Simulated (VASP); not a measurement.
Input of a VASP 6.6.1 run:

The input INCAR:

```
SYSTEM = Mg
PREC = Accurate
ENCUT = 600
EDIFF = 1E-7
ISMEAR = -1
SIGMA = 0.02
LREAL = .FALSE.
LASPH = .TRUE.
NELM = 120
ALGO = Normal
ISIF = 3
LWAVE = .FALSE.
LCHARG = .FALSE.
GGA = PE
IBRION = 2
NSW = 80
EDIFFG = -0.01
GGA_COMPAT = .FALSE.
NELMIN = 4
```

The input KPOINTS:

```
Automatic mesh
0
G
  8 8 5
  0 0 0
```

Contents of POSCAR:

```
Mg
1.0
    3.2093000000      0.0000000000      0.0000000000
   -1.6046500000      2.7793353284      0.0000000000
    0.0000000000      0.0000000000      5.2103000000
Mg
2
Direct
    0.3333333333      0.6666666667      0.2500000000
    0.6666666667      0.3333333333      0.7500000000
```

Potentials or basis: VASP PAW PBE potentials, release 64 (Mg).

Command:

```console
$ cat potpaw_PBE.64/Mg/POTCAR > POTCAR
$ mpirun -np 1 vasp_std > vasp.out
```

Problem. Predict the band gap on the k mesh.

Solution. Zero (bands 2 and 3 overlap by 2.28 eV).

Problem. Predict the relaxed cell.

Solution. a = 3.190 Å, b = 3.190 Å, c = 5.198 Å, α = 90.00°, β = 90.00°, γ = 120.00°.

Problem. What does it give for the space group after relaxing (to 0.1 Å)?

Solution. P6_3/mmc (No. 194).

The path:
```csv
step,energy change (eV),largest force (eV/Å),pressure (GPa),volume (Å³)
1,0.0000,0.0000,-0.50,46.47
2,-0.0011,0.0000,-0.13,45.98
3,-0.0012,0.0000,0.00,45.82
```
